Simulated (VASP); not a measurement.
# BaTiO3 (R3m) in VASP: further runs, part 2 of 2

VASP 6.6.1. The steps go on from the part before.

## Step 3: Relaxation of shape and atoms at fixed volume, PBE+U (volume scaled by 0.98)

The input, INCAR:

```
ALGO     = Normal         # electronic algorithm
EDIFF    = 1E-7           # SCF threshold, eV
EDIFFG   = -0.001         # ionic threshold
ENCUT    = 600            # plane-wave cutoff, eV
GGA      = PE             # functional
IBRION   = 2              # ionic algorithm
ISIF     = 4              # what is computed and relaxed
ISMEAR   = 0              # smearing method
LASPH    = True           # aspherical terms in the spheres
LCHARG   = False          # write CHGCAR
LDAU     = True           # DFT+U
LDAUJ    = 0 0 0        
LDAUL    = -1 2 -1        # shell
LDAUPRINT= 1            
LDAUTYPE = 2            
LDAUU    = 0 4 0          # U, eV
LMAXMIX  = 4              # l up to which the mixer works
LREAL    = False          # projectors in reciprocal space
LWAVE    = False          # write WAVECAR
NELM     = 150            # most SCF steps
NSW      = 80             # ionic steps
PREC     = Accurate       # precision mode
SIGMA    = 0.01           # smearing width, eV
```

The input, KPOINTS:

```
k-points
0
Gamma
  6 6 6
```

The input, POSCAR:

```
BaTiO3
1.0
    2.8411743786      1.6403527923      2.3303077779
   -2.8411743786      1.6403527923      2.3303077779
    0.0000000000     -3.2807055846      2.3303077778
Ba Ti O
1 1 3
Direct
    0.0026800181      0.0026800181      0.0026800181
    0.5127992509      0.5127992509      0.5127992509
    0.4903227049      0.4903227049      0.9825753212
    0.4903227049      0.9825753212      0.4903227049
    0.9825753212      0.4903227049      0.4903227049
```

Potentials or basis: VASP PAW PBE potentials, release 64 (Ba_sv, Ti_sv, O).

Launch:

```console
cat potpaw_PBE.64/Ba_sv/POTCAR potpaw_PBE.64/Ti_sv/POTCAR potpaw_PBE.64/O/POTCAR > POTCAR
mpirun -np 1 vasp_std > vasp.out
```

It took 15 min on 1 thread of AMD EPYC 7R13, shared host; peak memory 0.2 GiB.

It converged, with:

| Item | Value |
| --- | --- |
| Free energy | -37.3351 eV |
| Energy gained by relaxing | 13.1 meV/atom |
| Ionic steps | 23 |
| Pressure after relaxing | 3.9 GPa |
| Band gap on the k mesh | 2.18 eV, indirect (least direct gap 2.38 eV) |

The path:
| step | energy change (eV) | largest force (eV/Å) | pressure (GPa) | volume (Å³) |
| --- | --- | --- | --- | --- |
| 1 | 0.0000 | 0.8117 | 6.85 | 65.16 |
| 2 | -0.0436 | 0.3281 | 4.99 | 65.16 |
| 3 | -0.0503 | 0.2337 | 4.19 | 65.16 |
| 4 | -0.0504 | 0.2139 | 4.26 | 65.16 |
| 5 | -0.0588 | 0.1429 | 4.14 | 65.16 |
| 6 | -0.0630 | 0.0866 | 4.02 | 65.16 |
| 7 | -0.0648 | 0.0458 | 3.94 | 65.16 |
| 8 | -0.0650 | 0.0286 | 3.92 | 65.16 |
| 9 | -0.0653 | 0.0257 | 3.91 | 65.16 |
| 10 | -0.0653 | 0.0258 | 3.91 | 65.16 |
| 11 | -0.0654 | 0.0120 | 3.91 | 65.16 |
| 12 | -0.0654 | 0.0074 | 3.90 | 65.16 |
| 13 | -0.0654 | 0.0062 | 3.90 | 65.16 |
| 14 | -0.0654 | 0.0056 | 3.90 | 65.16 |
| 15 | -0.0654 | 0.0058 | 3.90 | 65.16 |
| 16 | -0.0654 | 0.0017 | 3.90 | 65.16 |
| 17 | -0.0654 | 0.0021 | 3.90 | 65.16 |
| 18 | -0.0654 | 0.0041 | 3.90 | 65.16 |
| 19 | -0.0654 | 0.0027 | 3.90 | 65.16 |
| 20 | -0.0654 | 0.0027 | 3.90 | 65.16 |
| 21 | -0.0654 | 0.0025 | 3.90 | 65.16 |
| 22 | -0.0654 | 0.0025 | 3.90 | 65.16 |
| 23 | -0.0654 | 0.0009 | 3.90 | 65.16 |

Final structure:
```yaml
crystal:
  lattice:
    - [2.84542, 1.64281, 2.32336]
    - [-2.84542, 1.64281, 2.32336]
    - [0.00000, -3.28561, 2.32336]
  atoms:
    - { symbol: Ba, position: [0.99573, 0.99573, 0.99573] }
    - { symbol: Ti, position: [0.49577, 0.49577, 0.49577] }
    - { symbol: O, position: [0.49574, 0.49574, 0.99573] }
    - { symbol: O, position: [0.49574, 0.99573, 0.49574] }
    - { symbol: O, position: [0.99573, 0.49574, 0.49574] }
```

Levels at points of the mesh, in eV from the valence-band top:
| k point | band 16 | band 17 | band 18 | band 19 | band 20 | band 21 | band 22 | band 23 | band 24 |
| --- | --- | --- | --- | --- | --- | --- | --- | --- | --- |
| (0.00, 0.00, 0.00) | -1.08 | -1.08 | -0.20 | -0.20 | -0.20 | 2.18 | 2.18 | 2.18 | 3.83 |
| (0.50, 0.00, 0.00) | -1.89 | -1.72 | -1.72 | -0.78 | -0.78 | 2.36 | 3.83 | 3.83 | 3.83 |
| (0.50, 0.50, 0.00) | -2.57 | -1.89 | -0.90 | -0.90 | -0.09 | 3.85 | 3.85 | 4.27 | 4.61 |
| (0.50, 0.50, 0.50) | -2.32 | -2.32 | 0.00 | 0.00 | 0.00 | 4.50 | 4.50 | 4.50 | 6.58 |

Eigenvalues of the final occupation matrices:
```tsv
site	spin	trace	eigenvalues
site 2 d	1	0.78	0.10 0.10 0.10 0.23 0.23
site 2 d	2	0.78	0.10 0.10 0.10 0.23 0.23
```

Caveat: the cell differs from its parent crystal (volume scaled by 0.98); spin-orbit coupling is left out, which moves the levels of the heavy elements. A k mesh can miss the band edges.

## Step 4: Relaxation of shape and atoms at fixed volume, PBE+U (volume scaled by 1.02)

The input, INCAR:

```
  PREC = Accurate
  ENCUT = 600
  EDIFF = 1E-7
  ISMEAR = 0
  SIGMA = 0.01
  LREAL = F
  LASPH = T
  NELM = 150
  ALGO = Normal
  ISIF = 4
  LWAVE = F
  LCHARG = F
  LMAXMIX = 4
  LDAU = T
  LDAUTYPE = 2
  LDAUL = -1 2 -1
  LDAUU = 0 4 0
  LDAUJ = 0 0 0
  LDAUPRINT = 1
  GGA = PE
  IBRION = 2
  NSW = 80
  EDIFFG = -0.001
```

The input, KPOINTS:

```
Automatic mesh
0
Gamma
  6 6 6
```

POSCAR, as its differences from that of step 3:

```diff
@@ -2,5 +2,5 @@
 1.0
-    2.8411743786      1.6403527923      2.3303077779
-   -2.8411743786      1.6403527923      2.3303077779
-    0.0000000000     -3.2807055846      2.3303077778
+    2.8793154987      1.6623735782      2.3615908098
+   -2.8793154987      1.6623735782      2.3615908098
+    0.0000000000     -3.3247471565      2.3615908097
 Ba Ti O
```

Launch:

```console
cat potpaw_PBE.64/Ba_sv/POTCAR potpaw_PBE.64/Ti_sv/POTCAR potpaw_PBE.64/O/POTCAR > POTCAR
mpirun -np 1 vasp_std > vasp.out
```

Wall time 16 min (1 thread of AMD EPYC 7R13, shared host); peak memory 0.22 GiB.

Results (log left out):

* Free energy: -37.3501 eV
* Energy gained by relaxing: 3.9 meV/atom
* Ionic steps: 17
* Pressure after relaxing: -2.2 GPa
* Band gap on the k mesh: 2.16 eV, indirect (least direct gap 2.42 eV)

The path:
```csv
step,energy change (eV),largest force (eV/Å),pressure (GPa),volume (Å³)
1,0.0000,0.4018,0.11,67.82
2,-0.0109,0.2130,-0.79,67.82
3,-0.0151,0.1133,-1.69,67.82
4,-0.0175,0.0873,-1.79,67.82
5,-0.0185,0.0667,-1.89,67.82
6,-0.0191,0.0265,-1.99,67.82
7,-0.0192,0.0182,-2.03,67.82
8,-0.0193,0.0190,-2.09,67.82
9,-0.0193,0.0184,-2.09,67.82
10,-0.0193,0.0111,-2.11,67.82
11,-0.0194,0.0068,-2.14,67.82
12,-0.0194,0.0052,-2.16,67.82
13,-0.0194,0.0050,-2.16,67.82
14,-0.0194,0.0021,-2.17,67.82
15,-0.0194,0.0029,-2.18,67.82
16,-0.0194,0.0015,-2.19,67.82
17,-0.0194,0.0008,-2.20,67.82
```

Final structure:
```
CELL_PARAMETERS angstrom
2.88300 1.66450 2.35555
-2.88300 1.66450 2.35555
0.00000 -3.32901 2.35555
ATOMIC_POSITIONS crystal
Ba 0.99820 0.99820 0.99820
Ti 0.50234 0.50234 0.50234
O 0.49371 0.49371 0.99074
O 0.49371 0.99074 0.49371
O 0.99074 0.49371 0.49371
```

Levels at points of the mesh, in eV from the valence-band top:
```csv
k point,band 17,band 18,band 19,band 20,band 21,band 22,band 23,band 24
"(0.00, 0.00, 0.00)",-1.02,-0.28,-0.26,-0.26,2.16,2.16,2.18,3.64
"(0.50, 0.00, 0.00)",-1.65,-1.65,-0.80,-0.79,2.32,3.64,3.66,3.67
"(0.50, 0.50, 0.00)",-1.88,-0.91,-0.91,-0.08,3.68,3.68,4.08,4.34
"(0.50, 0.50, 0.50)",-2.32,0.00,0.00,0.00,4.27,4.28,4.28,6.38
```

Eigenvalues of the final occupation matrices:
```csv
site,spin,trace,eigenvalues
site 2 d,1,0.76,0.10 0.10 0.10 0.23 0.23
site 2 d,2,0.76,0.10 0.10 0.10 0.23 0.23
```

Caveat: the cell differs from its parent crystal (volume scaled by 1.02); spin-orbit coupling is left out, which moves the levels of the heavy elements.

## Step 5: Relaxation of cell and atoms, PBE+U

This run uses another cell than the first one, of 12.84 Å³/atom, 0.985 times its volume.

The input, INCAR:

```
PREC = Accurate
ENCUT = 600
EDIFF = 1E-6
ISMEAR = 0
SIGMA = 0.02
LREAL = False
LASPH = True
NELM = 150
ALGO = Normal
ISIF = 3
LWAVE = False
LCHARG = False
LMAXMIX = 4
LDAU = True
LDAUTYPE = 2
LDAUL = -1 2 -1
LDAUU = 0 4 0
LDAUJ = 0 0 0
LDAUPRINT = 1
GGA = PE
IBRION = 2
NSW = 100
EDIFFG = -0.005
```

KPOINTS is that of step 4.

The input, POSCAR:

```
BaTiO3
1.0
    2.8276681575      1.6325549719      2.3177316080
   -2.8276681575      1.6325549719      2.3177316080
    0.0000000000     -3.2651099438      2.3177316080
Ba Ti O
1 1 3
Direct
    0.0000000000      0.0000000000      0.0000000000
    0.5140000000      0.5140000000      0.5140000000
    0.4916000000      0.4916000000      0.9815000000
    0.4916000000      0.9815000000      0.4916000000
    0.9815000000      0.4916000000      0.4916000000
```

Launch:

```console
cat potpaw_PBE.64/Ba_sv/POTCAR potpaw_PBE.64/Ti_sv/POTCAR potpaw_PBE.64/O/POTCAR > POTCAR
mpirun -np 1 vasp_std > vasp.out
```

Wall time 9.2 min (1 thread of Intel Xeon 6975P-C, shared host); peak memory 0.23 GiB.

Results (log left out):

- Free energy: -37.3516 eV
- Relaxed volume: 13.34 Å³/atom
- Relaxed cell: a = 4.056 Å, b = 4.056 Å, c = 4.056 Å, α = 90.00°, β = 90.00°, γ = 90.00°
- Space group after relaxing (to 0.05 Å): Pm-3m (No. 221)
- Energy gained by relaxing: 30.6 meV/atom
- Ionic steps: 36
- Pressure after relaxing: 0.0 GPa
- Band gap on the k mesh: 2.12 eV, indirect (least direct gap 2.34 eV)

Forces on the atoms (eV/Å):
```
Ba   0.000  0.000  0.000
Ti   0.000  0.000 -0.002
O    0.000 -0.001  0.001
O   -0.001  0.000  0.001
O    0.001  0.000  0.001
```

The path:
```csv
step,energy change (eV),largest force (eV/Å),pressure (GPa),volume (Å³)
1,0.0000,1.1767,10.19,64.20
2,0.0211,0.3190,-9.77,72.08
3,-0.1376,0.2580,-0.67,67.74
4,-0.1377,0.2705,-0.49,67.67
5,-0.1423,0.2052,-0.18,67.37
6,-0.1468,0.1228,1.00,66.54
7,-0.1490,0.1344,0.28,66.76
8,-0.1495,0.1429,-0.22,66.93
9,-0.1504,0.1174,-0.18,66.87
10,-0.1521,0.0380,0.14,66.70
11,-0.1522,0.0197,0.21,66.65
12,-0.1525,0.0231,-0.14,66.81
13,-0.1525,0.0226,-0.13,66.80
14,-0.1526,0.0245,-0.05,66.73
15,-0.1526,0.0251,0.04,66.70
16,-0.1526,0.0241,0.05,66.71
17,-0.1526,0.0238,0.03,66.72
18,-0.1527,0.0197,0.03,66.71
19,-0.1528,0.0153,0.08,66.68
20,-0.1528,0.0164,-0.16,66.78
21,-0.1528,0.0139,-0.10,66.73
22,-0.1528,0.0136,-0.04,66.72
23,-0.1528,0.0132,-0.05,66.73
24,-0.1528,0.0092,0.01,66.70
25,-0.1528,0.0086,0.04,66.69
26,-0.1528,0.0087,0.05,66.69
27,-0.1528,0.0091,0.04,66.69
28,-0.1528,0.0077,-0.01,66.73
29,-0.1528,0.0070,-0.02,66.72
30,-0.1528,0.0067,-0.04,66.72
31,-0.1528,0.0058,0.00,66.71
32,-0.1528,0.0059,-0.01,66.71
33,-0.1528,0.0058,0.01,66.71
34,-0.1528,0.0062,0.00,66.71
35,-0.1528,0.0062,0.00,66.72
36,-0.1528,0.0024,-0.01,66.71
```

Final structure:
```
Ba Ti O
1.0
     2.86790    1.65579    2.34151
    -2.86790    1.65579    2.34151
     0.00000   -3.31157    2.34151
Ba Ti O
1 1 3
Cartesian
  0.0000 0.0000 6.9957
  0.0000 0.0000 3.4856
  0.0000 -1.6551 4.6516
  -1.4334 0.8276 4.6516
  1.4334 0.8276 4.6516
```

Levels at points of the mesh, in eV from the valence-band top:
```tsv
k point	band 16	band 17	band 18	band 19	band 20	band 21	band 22	band 23	band 24
(0.00, 0.00, 0.00)	-1.04	-1.04	-0.22	-0.22	-0.22	2.12	2.12	2.12	3.68
(0.50, 0.00, 0.00)	-1.82	-1.70	-1.70	-0.78	-0.78	2.29	3.68	3.71	3.71
(0.50, 0.50, 0.00)	-2.49	-1.89	-0.91	-0.91	-0.09	3.72	3.72	4.13	4.43
(0.50, 0.50, 0.50)	-2.33	-2.33	0.00	0.00	0.00	4.35	4.35	4.35	6.48
```

Eigenvalues of the final occupation matrices:
```tsv
site	spin	trace	eigenvalues
site 2 d	1	0.77	0.10 0.10 0.10 0.23 0.23
site 2 d	2	0.77	0.10 0.10 0.10 0.23 0.23
```

Caveat: spin-orbit coupling is left out, which moves the levels of the heavy elements. Zero-point motion and thermal expansion aren't in these numbers.

## Step 6: Relaxation of cell and atoms, PBE+U

This run uses another cell than the first one, of 13.30 Å³/atom, 1.020 times its volume.

The input, INCAR:

```
ALGO     = Normal         # electronic algorithm
EDIFF    = 1E-6           # SCF threshold, eV
EDIFFG   = -0.001         # ionic threshold
ENCUT    = 600            # plane-wave cutoff, eV
GGA      = PE             # functional
IBRION   = 2              # ionic algorithm
ISIF     = 3              # what is computed and relaxed
ISMEAR   = 0              # smearing method
LASPH    = T              # aspherical terms in the spheres
LCHARG   = F              # write CHGCAR
LDAU     = T              # DFT+U
LDAUJ    = 0 0 0        
LDAUL    = -1 2 -1        # shell
LDAUPRINT= 1            
LDAUTYPE = 2            
LDAUU    = 0 4 0          # U, eV
LMAXMIX  = 4              # l up to which the mixer works
LREAL    = F              # projectors in reciprocal space
LWAVE    = F              # write WAVECAR
NELM     = 150            # most SCF steps
NSW      = 80             # ionic steps
PREC     = Accurate       # precision mode
SIGMA    = 0.01           # smearing width, eV
```

The input, KPOINTS:

```
k-points
0
Gamma
  6 6 6
```

The input, POSCAR:

```
BaTiO3
1.0
    2.8603720874      1.6514365946      2.3460535755
   -2.8603720874      1.6514365946      2.3460535755
    0.0000000000     -3.3028731892      2.3460535755
Ba Ti O
1 1 3
Direct
    0.0026800272      0.0026800272      0.0026800272
    0.5127992511      0.5127992511      0.5127992511
    0.4903227002      0.4903227002      0.9825753213
    0.4903227002      0.9825753213      0.4903227002
    0.9825753213      0.4903227002      0.4903227002
```

Potentials or basis: VASP PAW PBE potentials, release 64 (Ba_sv, Ti_sv, O).

Launch:

```console
cat potpaw_PBE.64/Ba_sv/POTCAR potpaw_PBE.64/Ti_sv/POTCAR potpaw_PBE.64/O/POTCAR > POTCAR
mpirun -np 1 vasp_std > vasp.out
```

Run time: 5.5 min. Hardware: 1 thread of Intel Xeon Platinum 8559C (Emerald Rapids), shared host; peak memory 0.23 GiB.

Results (log left out):

```yaml
Free_energy: -37.3561 eV
Relaxed_volume: 13.34 Å³/atom
Relaxed_cell: a = 4.055 Å, b = 4.055 Å, c = 4.055 Å, α = 90.00°, β = 90.00°, γ = 90.00°
Space_group_after_relaxing_to_0.05_Å: Pm-3m (No. 221)
Energy_gained_by_relaxing: 8.4 meV/atom
Ionic_steps: 42
Pressure_after_relaxing: 0.0 GPa
Band_gap_on_the_k_mesh: 2.12 eV, indirect (least direct gap 2.34 eV)
```

Step by step:
```tsv
step	energy change (eV)	largest force (eV/Å)	pressure (GPa)	volume (Å³)
1	0.0000	0.5999	3.31	66.49
3	-0.0230	0.2417	-0.76	67.88
5	-0.0355	0.1305	1.04	66.48
7	-0.0394	0.1089	-0.45	66.95
9	-0.0415	0.0385	0.27	66.59
11	-0.0417	0.0152	-0.07	66.73
13	-0.0418	0.0080	-0.03	66.70
15	-0.0418	0.0087	0.01	66.69
17	-0.0418	0.0080	-0.02	66.70
19	-0.0418	0.0028	0.03	66.68
21	-0.0418	0.0051	0.01	66.69
23	-0.0418	0.0037	-0.02	66.71
25	-0.0418	0.0047	-0.05	66.70
27	-0.0418	0.0048	-0.01	66.70
29	-0.0418	0.0042	-0.01	66.70
31	-0.0418	0.0043	0.01	66.69
33	-0.0418	0.0027	0.00	66.69
35	-0.0418	0.0038	0.02	66.68
37	-0.0418	0.0023	0.03	66.69
39	-0.0418	0.0023	0.01	66.70
41	-0.0418	0.0020	-0.02	66.70
42	-0.0418	0.0006	-0.01	66.69
```

Final structure:
```cif
data_structure
_symmetry_space_group_name_H-M 'P 1'
_symmetry_Int_Tables_number 1
_cell_length_a 4.0554
_cell_length_b 4.0554
_cell_length_c 4.0554
_cell_angle_alpha 90.001
_cell_angle_beta 90.001
_cell_angle_gamma 90.001
_cell_volume 66.69
loop_
_atom_site_label
_atom_site_type_symbol
_atom_site_fract_x
_atom_site_fract_y
_atom_site_fract_z
_atom_site_occupancy
Ba1 Ba 0.99576 0.99576 0.99576 1
Ti1 Ti 0.49584 0.49584 0.49584 1
O1 O 0.49572 0.49572 0.99567 1
O2 O 0.49572 0.99567 0.49572 1
O3 O 0.99567 0.49572 0.49572 1
```

Levels at points of the mesh, in eV from the valence-band top:
```csv
k point,band 18,band 19,band 20,band 21,band 22,band 23
"(0.00, 0.00, 0.00)",-0.22,-0.22,-0.22,2.12,2.12,2.12
"(0.50, 0.00, 0.00)",-1.70,-0.78,-0.78,2.29,3.68,3.71
"(0.50, 0.50, 0.00)",-0.91,-0.91,-0.09,3.72,3.72,4.14
"(0.50, 0.50, 0.50)",0.00,0.00,0.00,4.35,4.35,4.35
```

Eigenvalues of the final occupation matrices:
| site | spin | trace | eigenvalues |
| --- | --- | --- | --- |
| site 2 d | 1 | 0.77 | 0.10 0.10 0.10 0.23 0.23 |
| site 2 d | 2 | 0.77 | 0.10 0.10 0.10 0.23 0.23 |

Caveat: spin-orbit coupling is left out, which moves the levels of the heavy elements.

## Step 7: Overview

```tsv
task	cell	cutoff (eV)	smearing	gap on the mesh (eV)	pressure (GPa)	relaxed volume (Å³/atom)
single point	a = 4.024 Å, angles 89.9°, 5 atoms	520	gaussian 0.01 eV	2.48	5.8	-
relaxation of shape and atoms at fixed volume	relaxed from a = 4.024 Å, angles 89.8°, 5 atoms	600	gaussian 0.01 eV	2.18	3.9	-
relaxation of shape and atoms at fixed volume	relaxed from a = 4.078 Å, angles 89.8°, 5 atoms	600	gaussian 0.01 eV	2.16	-2.2	-
relaxation of cell and atoms	relaxed from a = 4.004 Å, angles 89.9°, 5 atoms	600	gaussian 0.02 eV	2.12	0.0	13.34
relaxation of cell and atoms	relaxed from a = 4.051 Å, angles 89.8°, 5 atoms	600	gaussian 0.01 eV	2.12	0.0	13.34
```

Alike in all rows: level PBE+U; potentials or basis VASP PAW PBE potentials, release 64 (Ba_sv, Ti_sv, O); no spin polarisation; Ti d U = 4.0 eV; k mesh 6 × 6 × 6.

Caveats: spin-orbit coupling is left out, which moves the levels of the heavy elements.

Absolute energies hang on the potentials; compare differences alone.
